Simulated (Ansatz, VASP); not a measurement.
Zr in VASP and in Ansatz

Contents of INCAR:

```
SYSTEM = Zr
ALGO     = Normal         ! electronic algorithm
EDIFF    = 1E-7           ! SCF threshold, eV
ENCUT    = 520            ! plane-wave cutoff, eV
GGA      = PE             ! functional
ISIF     = 2              ! what is computed and relaxed
ISMEAR   = -1             ! smearing method
LASPH    = .True.         ! aspherical terms in the spheres
LCHARG   = .False.        ! write CHGCAR
LREAL    = .False.        ! projectors in reciprocal space
LWAVE    = .False.        ! write WAVECAR
NBANDS   = 19             ! bands
NELM     = 80             ! most SCF steps
PREC     = Accurate       ! precision mode
SIGMA    = 0.1            ! smearing width, eV
```

Contents of KPOINTS:

```
k-points
0
Gamma
  10 10 10
  0 0 0
```

The input POSCAR:

```
Zr
1.0
    0.0000000000      3.0131475392      3.0131475392
    3.0131475392      0.0000000000      3.0131475392
    3.0131475392      3.0131475392      0.0000000000
Zr
2
Direct
    0.1250000000      0.1250000000      0.1250000000
    0.8750000000      0.8750000000      0.8750000000
```

Input for Ansatz:

```yaml
crystal:
  lattice:
    - [0.0, 3.0131475392, 3.0131475392]
    - [3.0131475392, 0.0, 3.0131475392]
    - [3.0131475392, 3.0131475392, 0.0]
  atoms:
    - { symbol: Zr, position: [0.125, 0.125, 0.125] }
    - { symbol: Zr, position: [0.875, 0.875, 0.875] }
hamiltonian:
  xc: pbe
  pseudopotentials:
    kind: paw
    azcp:
      Zr: "pseudopotentials/Zr.paw.azcp"
basis:
  ecutwfc: 420
  fft_grid_basis: typed
kpoints:
  mp_grid: { grid: [10, 10, 10], shift: [0, 0, 0] }
magnetization:
  spin_polarized: false
scf:
  occupations: { method: fermi_dirac, width: 0.1 }
  lower_state_search: "off"
output:
  stress: true
```

Alike in both runs: task single point; functional PBE; k mesh 10 × 10 × 10; occupations fermi-dirac, width 0.1 eV; no spin polarisation.

|  | VASP | Ansatz |
| --- | --- | --- |
| version | VASP 6.6.1 | Ansatz 0.2.0 |
| potentials or method | VASP PAW PBE potentials, release 64 (Zr_sv), cutoff 520 eV | plane waves (420 eV) with PAW, scalar-relativistic |
| valence electrons in the cell | 24 | 24 |

VASP gave:

```
pressure (GPa) : 5.5
```

Q: What did Ansatz give for the same quantities?

A: Pressure (GPa): 5.3.
